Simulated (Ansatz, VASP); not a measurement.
Two plane-wave programs on SnO

```
Sn O
1.0
     3.82015    0.00030    0.00000
    -0.00031    3.82015    0.00000
     0.00000    0.00000   22.22608
Sn O
4 4
Cartesian
  3.8196 3.8202 4.5000
  1.9097 1.9100 6.8630
  2.8647 2.8651 10.8630
  4.7746 4.7754 13.2261
  3.8198 1.9102 5.6815
  1.9096 3.8201 5.6815
  2.8645 4.7752 12.0446
  4.7747 2.8653 12.0446
```

Alike in both runs: task single point; functional PBE; dispersion D3(BJ); k mesh 7 × 7 × 1; occupations gaussian, width 0.05 eV; no spin polarisation.

```csv
,VASP,Ansatz
version,VASP 6.6.1,Ansatz 0.2.0
potentials or method,"VASP PAW PBE potentials, release 64 (Sn_d, O), cutoff 520 eV","scalar-relativistic, plane waves, PAW"
valence electrons in the cell,80,80
```

Ansatz gave:

* gap on the k mesh at the Fermi level (eV): 2.47
* least direct gap on the mesh (eV): 2.57
* rms of the force components (eV/Å): 0.020

Q: What did VASP give for the same quantities?

A: gap on the k mesh at the Fermi level (eV): 2.46; least direct gap on the mesh (eV): 2.52; rms of the force components (eV/Å): 0.041.
